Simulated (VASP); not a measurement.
# Ru2C (Pmmn) in VASP: single point with PBE

Aim: the single point of Ru2C with PBE.

Everything below comes from runs of VASP 6.6.1. Logs are shortened: lines on timing, memory, paths and dates and some standing lists are left out, and cuts for length are marked.

### 1 The cell of the first run

The typed cell holds 6 atoms: a = 5.158 Å, b = 5.160 Å, c = 2.637 Å, α = 90.00°, β = 90.00°, γ = 90.00°.

The cell was built from a structure type or drawn by symmetry, and may not be a known phase.

### 2 Single point, PBE

INCAR

```
SYSTEM = Ru2C
  PREC = Accurate
  ENCUT = 520
  EDIFF = 1E-7
  ISMEAR = 0
  SIGMA = 0.2
  LREAL = .False.
  LASPH = .True.
  NELM = 80
  ALGO = Normal
  ISIF = 2
  LWAVE = .False.
  LCHARG = .True.
  GGA = PE
  LELF = .True.
  LVHAR = .True.
  NBANDS = 41
```

KPOINTS

```
regular mesh
0
Gamma
  4 4 4
  0 0 0
```

POSCAR

```
Ru2C
1.0
    5.1584252036      0.0000000000      0.0000000000
    0.0000000000      5.1595224435      0.0000000000
    0.0000000000      0.0000000000      2.6366180481
Ru C
4 2
Direct
    0.7500000000      0.7500000000      0.0000000000
    0.2500000000      0.2500000000      0.0000000000
    0.2500000000      0.7500000000      0.0000000000
    0.7500000000      0.2500000000      0.0000000000
    0.5000000000      0.0000000000      0.4998080965
    0.0000000000      0.5000000000      0.5001919035
```

Potentials or basis: VASP PAW PBE potentials, release 64 (Ru_pv, C).

Launch:

```
cat potpaw_PBE.64/Ru_pv/POTCAR potpaw_PBE.64/C/POTCAR > POTCAR
mpirun -np 1 vasp_std > vasp.out
```

OUTCAR:

```text
SYSTEM = Ru2C
   PREC = Accurate
   ENCUT = 520
   EDIFF = 1E-7
   ISMEAR = 0
   LREAL = .False.
   LASPH = .True.
   NELM = 80
   ISIF = 2
   GGA = PE

 ion  position               nearest neighbor table
   1  0.750  0.750  0.000-   5 2.25   6 2.25   6 2.25   5 2.25   3 2.58   3 2.58   4 2.58   4 2.58

   2  0.250  0.250  0.000-   5 2.25   6 2.25   6 2.25   5 2.25   4 2.58   4 2.58   3 2.58   3 2.58

   3  0.250  0.750  0.000-   5 2.25   6 2.25   6 2.25   5 2.25   1 2.58   1 2.58   2 2.58   2 2.58

   4  0.750  0.250  0.000-   5 2.25   6 2.25   6 2.25   5 2.25   2 2.58   2 2.58   1 2.58   1 2.58

   5  0.500  0.000  0.500-   1 2.25   2 2.25   3 2.25   4 2.25   1 2.25   2 2.25   3 2.25   4 2.25

   6  0.000  0.500  0.500-   1 2.25   2 2.25   3 2.25   4 2.25   1 2.25   2 2.25   3 2.25   4 2.25

  LATTYP: Found a simple orthorhombic cell.
 ALAT       =     2.6366180481
 B/A-ratio  =     1.9564552429
 C/A-ratio  =     1.9568713971

  Lattice vectors:

 A1 = (   0.0000000000,   0.0000000000,   2.6366180481)
 A2 = (   5.1584252036,   0.0000000000,   0.0000000000)
 A3 = (   0.0000000000,   5.1595224435,   0.0000000000)

Analysis of symmetry for initial positions (statically):
=====================================================================
 Subroutine PRICEL returns:
 Original cell was already a primitive cell.

 Routine SETGRP: Setting up the symmetry group for a
 simple orthorhombic supercell.

 Subroutine GETGRP returns: Found  8 space group operations
 (whereof  4 operations were pure point group operations)
 out of a pool of  8 trial point group operations.

The static configuration has the point symmetry C_2v.
 The point group associated with its full space group is D_2h.

Analysis of symmetry for dynamics (positions and initial velocities):
=====================================================================
 Subroutine PRICEL returns:
 Original cell was already a primitive cell.

 Routine SETGRP: Setting up the symmetry group for a
 simple orthorhombic supercell.

 Subroutine GETGRP returns: Found  8 space group operations
 (whereof  4 operations were pure point group operations)
 out of a pool of  8 trial point group operations.

The dynamic configuration has the point symmetry C_2v.
 The point group associated with its full space group is D_2h.

 Subroutine INISYM returns: Found  8 space group operations
 (whereof  4 operations are pure point group operations),
 and found     1 'primitive' translations

----------------------------------------------------------------------------------------

                                     Primitive cell

  volume of cell :      70.1736

  direct lattice vectors                    reciprocal lattice vectors
     5.158425204  0.000000000  0.000000000     0.193857614  0.000000000  0.000000000
     0.000000000  5.159522444  0.000000000     0.000000000  0.193816387  0.000000000
     0.000000000  0.000000000  2.636618048     0.000000000  0.000000000  0.379273745

  length of vectors
     5.158425204  5.159522444  2.636618048     0.193857614  0.193816387  0.379273745

  position of ions in fractional coordinates (direct lattice)
     0.750000000  0.750000000  0.000000000
     0.250000000  0.250000000  0.000000000
     0.250000000  0.750000000  0.000000000
     0.750000000  0.250000000  0.000000000
     0.500000000  0.000000000  0.499808096
     0.000000000  0.500000000  0.500191904

  ion indices of the primitive-cell ions
   primitive index   ion index
                 1           1
                 2           2
                 3           3
                 4           4
                 5           5
                 6           6

----------------------------------------------------------------------------------------

 KPOINTS: regular mesh

Automatic generation of k-mesh.
 Grid dimensions read from file:
 generate k-points for:    4    4    4

 Generating k-lattice:

  Cartesian coordinates                     Fractional coordinates (reciprocal lattice)
     0.048464403  0.000000000  0.000000000     0.250000000  0.000000000  0.000000000
     0.000000000  0.048454097  0.000000000     0.000000000  0.250000000  0.000000000
     0.000000000  0.000000000  0.094818436     0.000000000  0.000000000  0.250000000

  Length of vectors
     0.048464403  0.048454097  0.094818436

  Shift w.r.t. Gamma in fractional coordinates (k-lattice)
     0.000000000  0.000000000  0.000000000

 Subroutine IBZKPT returns following result:
 ===========================================

 Found     27 irreducible k-points:

 Following reciprocal coordinates:
            Coordinates               Weight
  0.000000  0.000000  0.000000      1.000000
  0.250000  0.000000  0.000000      2.000000
  0.500000  0.000000  0.000000      1.000000
  0.000000  0.250000  0.000000      2.000000
  0.250000  0.250000  0.000000      4.000000
  0.500000  0.250000  0.000000      2.000000
[... 16 lines left out ...]
  0.250000  0.250000  0.500000      4.000000
  0.500000  0.250000  0.500000      2.000000
 [... further k-points ...]
   k-points           NKPTS =     27   k-points in BZ     NKDIM =     27   number of bands    NBANDS=     41
   number of dos      NEDOS =    301   number of ions     NIONS =      6
   total plane-waves  NPLWV =  32000
   dimension x,y,z NGX =    40 NGY =   40 NGZ =   20
   dimension x,y,z NGXF=    80 NGYF=   80 NGZF=   40
   ions per type =               4   2
   NGX,Y,Z   is equivalent  to a cutoff of  12.89, 12.89, 12.61 a.u.
   NGXF,Y,Z  is equivalent  to a cutoff of  25.78, 25.78, 25.22 a.u.
 SYSTEM =  Ru2C
   PREC   = accura    normal or accurate (medium, high low for compatibility)
   ISTART =      0    job   : 0-new  1-cont  2-samecut
   ICHARG =      2    charge: 1-file 2-atom 10-const
   ISPIN  =      1    spin polarized calculation?
   LNONCOLLINEAR =      F non collinear calculations
   LSORBIT =      F    spin-orbit coupling
   LASPH  =      T    aspherical Exc in radial PAW
   ENCUT  =  520.0 eV  38.22 Ry    6.18 a.u.   9.59  9.59  4.90*2*pi/ulx,y,z
   NELM   =     80;   NELMIN=  2; NELMDL= -5     # of ELM steps
   EDIFF  = 0.1E-06   stopping-criterion for ELM
   LREAL  =      F    real-space projection
   EDIFFG = 0.1E-05   stopping-criterion for IOM
   NSW    =      0    number of steps for IOM
   IBRION =     -1    ionic relax: 0-MD 1-quasi-New 2-CG
   NFREE  =      0    steps in history (QN), initial steepest desc. (CG)
   ISIF   =      2    stress and relaxation
   ISYM   =      2    0-nonsym 1-usesym 2-fastsym
   POTIM  = 0.5000    time-step for ionic-motion
   TEBEG  =    0.0;   TEEND  =   0.0 temperature during run
   PSTRESS=    0.0 pullay stress
   NELECT =      64.0000    total number of electrons
   NUPDOWN=      -1.0000    fix difference up-down
   EMIN   =  10.00;   EMAX   =-10.00  energy-range for DOS
   EFERMI =   0.00;   METHOD = LEGACY
   ISMEAR =     0;   SIGMA  =   0.20  broadening in eV -4-tet -1-fermi 0-gaus
   EFERMI_NEDOS =   21; number of points for ismear=-14 and -15
   IALGO  =     38    algorithm
   IMIX   =      4    mixing-type and parameters
     AMIX     =   0.40;   BMIX     =  1.00
     AMIX_MAG =   1.60;   BMIX_MAG =  1.00
  volume/ion in A,a.u.               =      11.70        78.93
  Fermi-wavevector in a.u.,A,eV,Ry     =   1.587609  3.000146 34.293513  2.520502
  Thomas-Fermi vector in A             =   2.686740
   LORBIT       =      0    0 simple, 1 ext, 2 COOP (PROOUT), +10 PAW based schemes
   GGA     = PE    functional components
   LHFCALC =     F    Hartree Fock is set to
   AEXX    =    0.0000 exact exchange contribution
   IVDW    =     0    specifies the selected vdW correction
   LEPSILON=     F    determine dielectric tensor
   LRPA    =     F    only Hartree local field effects (RPA)
 non-spin polarized calculation
 Gauss-broadening in eV      SIGMA  =   0.20
  energy-cutoff  :      520.00
  volume of cell :       70.17
 maximum number of plane-waves:      1930
 NGX is ok and might be reduce to    40
   NGX = 19   NGY = 19   NGZ =  9

 number of electron      63.9999997 magnetization

 Free energy of the ion-electron system (eV)
  ---------------------------------------------------
  ext. energy  EPLUGINS =         0.00000000
  ---------------------------------------------------
  free energy    TOTEN  =       -50.17831069 eV

  energy without entropy =      -50.09106111  energy(sigma->0) =      -50.13468590

 E-fermi :  11.2630     XC(G=0): -13.5169

 val. band max:       11.2444768079   @ k =   0.2500   0.2500   0.2500
 cond. band min:      11.2701506186   @ k =   0.5000   0.5000   0.2500
 fundamental gap:      0.0256738107
 Fermi energy:        11.2629629634

 k-point     1 :       0.0000    0.0000    0.0000
  band No.  band energies     occupation
      1     -32.2697      2.00000
      2     -32.0005      2.00000
      3     -31.9994      2.00000
      4     -31.8976      2.00000
      5     -31.3089      2.00000
      6     -31.2606      2.00000
[... 33 lines left out ...]
     40      14.8769      0.00000
     41      16.6092      0.00000

 k-point     2 :       0.2500    0.0000    0.0000
  band No.  band energies     occupation
      1     -32.2051      2.00000
      2     -32.0243      2.00000
      3     -31.8906      2.00000
      4     -31.8252      2.00000
      5     -31.3875      2.00000
      6     -31.3213      2.00000
[... 33 lines left out ...]
     40      15.4788      0.00000
     41      16.7620      0.00000

 k-point     3 :       0.5000    0.0000    0.0000
  band No.  band energies     occupation
      1     -32.0961      2.00000
      2     -32.0961      2.00000
      3     -31.6275      2.00000
      4     -31.6275      2.00000
      5     -31.5969      2.00000
      6     -31.5969      2.00000
[... 875 lines left out ...]
      2     -31.9258      2.00000
      3     -31.8438      2.00000
      4     -31.8430      2.00000
      5     -31.8336      2.00000
      6     -31.8216      2.00000
[... 33 lines left out ...]
     40      17.0625      0.00000
     41      17.2222      0.00000

 k-point    24 :       0.5000    0.2500    0.5000
  band No.  band energies     occupation
      1     -31.9013      2.00000
      2     -31.9013      2.00000
      3     -31.8847      2.00000
      4     -31.8847      2.00000
      5     -31.8048      2.00000
      6     -31.8048      2.00000
[... 33 lines left out ...]
     40      16.5723      0.00000
     41      17.6839      0.00000

 [... further k-points ...]

------------------------ aborting loop because EDIFF is reached ----------------------------------------

  FORCE on cell =-STRESS in cart. coord.  units (eV):
  Direction    XX          YY          ZZ          XY          YZ          ZX
  --------------------------------------------------------------------------------------
  -------------------------------------------------------------------------------------
  Total       -0.0050996     -0.0430243     -0.1212805      0.0000000      0.0000000      0.0000000
  in kB       -0.1164314     -0.9823139     -2.7690296      0.0000000      0.0000000      0.0000000
  external PRESSURE =      -1.2892583 kB  Pullay stress =       0.0000000 kB

 VOLUME and BASIS-vectors are now :
 -----------------------------------------------------------------------------
  energy-cutoff  :      520.00
  volume of cell :       70.17
      direct lattice vectors                 reciprocal lattice vectors
     5.158425204  0.000000000  0.000000000     0.193857614  0.000000000  0.000000000
     0.000000000  5.159522444  0.000000000     0.000000000  0.193816387  0.000000000
     0.000000000  0.000000000  2.636618048     0.000000000  0.000000000  0.379273745

 POSITION                                       TOTAL-FORCE (eV/Angst)
 -----------------------------------------------------------------------------------
      3.86882      3.86964      0.00000        -0.000000      0.000000      0.000000
      1.28961      1.28988      0.00000         0.000000      0.000000      0.000000
      1.28961      3.86964      0.00000        -0.000000     -0.000000     -0.000000
      3.86882      1.28988      0.00000        -0.000000     -0.000000     -0.000000
      2.57921      0.00000      1.31780         0.000000     -0.000000      0.004071
      0.00000      2.57976      1.31882         0.000000     -0.000000     -0.004071
 -----------------------------------------------------------------------------------
    total drift:                               -0.000000      0.000000      0.000000

  FREE ENERGIE OF THE ION-ELECTRON SYSTEM (eV)
  ---------------------------------------------------
  free  energy   TOTEN  =       -50.1783106938 eV

  energy  without entropy=      -50.0910611085  energy(sigma->0) =      -50.13468590
```

Run time: 54 s. Hardware: 1 thread of Intel Xeon Platinum 8259CL at 2.50GHz (Skylake/Cascade Lake), shared host; peak memory 0.21 GiB.

What came out:

```
Free energy            : -50.1783 eV
Pressure               : -0.1 GPa
Largest force          : 0.004 eV/Å
Band gap on the k mesh : zero (bands 32 and 33 overlap by 1.81 eV)
```

Forces in eV/Å, atoms in the order of the input:
```
Ru   0.000  0.000  0.000
Ru   0.000  0.000  0.000
Ru   0.000  0.000  0.000
Ru   0.000  0.000  0.000
C    0.000  0.000  0.004
C    0.000  0.000 -0.004
```

Stress tensor (GPa, compression positive):
```
-0.01  0.00  0.00
 0.00 -0.10  0.00
 0.00  0.00 -0.28
```

Caveat: the k points lie up to 0.60 Å⁻¹ apart, too coarse for converged energies and pressures of a metal.
